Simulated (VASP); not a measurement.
Write the native input for VASP 6.6.1 that does the following.

```yaml
Task: relaxation of cell and atoms
Functional: r2SCAN
Potentials_or_basis: VASP PAW PBE potentials, release 64 (Fe)
Cutoff: 600 eV
k_mesh: 8 × 8 × 8
Occupations: gaussian, width 0.1 eV
Spin: collinear spin, ferromagnetic start
Starting_moments: "[3.07, 3.07] μB"
Dipole_correction: no
Further_INCAR_settings: ALGO = Normal; EDIFF = 1e-06; IBRION = 2; EDIFFG = -0.04; NSW = 90; ISIF = 3
```

Fe:

```
Fe
1.0
    -2.22670    2.22670    1.21470
     2.22670   -2.22670    1.21470
     2.22670    2.22670   -1.21470
Fe
2
Cartesian
  0.0000 0.0000 0.0000
  0.0000 2.2267 0.6074
```

One way to write it, as run:

POSCAR

```
Fe
1.0
   -2.2266965569      2.2266965569      1.2147040754
    2.2266965569     -2.2266965569      1.2147040754
    2.2266965569      2.2266965569     -1.2147040754
Fe
2
Direct
    0.0000000000      0.0000000000      0.0000000000
    0.7500000000      0.2500000000      0.5000000000
```

INCAR.step1

```
PREC = Accurate
ENCUT = 600
ISMEAR = 0
SIGMA = 0.1
LREAL = F
LASPH = T
NELM = 150
ISPIN = 2
MAGMOM = 3.07 3.07
LMAXMIX = 4
GGA = PE
ALGO = Normal
EDIFF = 1E-4
LWAVE = T
LCHARG = F
```

INCAR.step2

```
PREC = Accurate
ENCUT = 600
EDIFF = 1E-6
ISMEAR = 0
SIGMA = 0.1
LREAL = F
LASPH = T
NELM = 150
ALGO = Normal
ISIF = 3
LWAVE = F
LCHARG = F
ISPIN = 2
MAGMOM = 3.07 3.07
LORBIT = 11
LMAXMIX = 4
METAGGA = R2SCAN
LMIXTAU = T
IBRION = 2
NSW = 90
EDIFFG = -0.04
ISTART = 1
```

KPOINTS

```
Automatic mesh
0
Gamma
  8 8 8
```

Potentials or basis: VASP PAW PBE potentials, release 64 (Fe).

Run with:

```console
$ cat potpaw_PBE.64/Fe/POTCAR > POTCAR
$ cp INCAR.step1 INCAR
$ mpirun -np 1 vasp_std > vasp.out
$ cp INCAR.step2 INCAR
$ mpirun -np 1 vasp_std > vasp.out
```

It gave:

* Relaxed volume: 13.06 Å³/atom
* Relaxed cell: a = 3.487 Å, b = 3.487 Å, c = 3.487 Å, α = 97.10°, β = 97.10°, γ = 138.84°
* Space group after relaxing (to 0.1 Å): I4_1/amd (No. 141)
* Energy gained by relaxing: 44.7 meV/atom
* Ionic steps: 4
* Pressure after relaxing: 0.2 GPa
* Net moment: 5.63 μB per cell
* Site moments: Fe +2.86 μB
* Valence electrons inside the program's atomic spheres: Fe 7.14

Caveat: the k points lie up to 0.36 Å⁻¹ apart in the final cell; the PAW data sets were made with another functional, which shifts forces and pressure a little.

It took 11 min on 1 thread of Intel Xeon 8259CL, with other jobs on the host, peak memory 0.22 GiB.
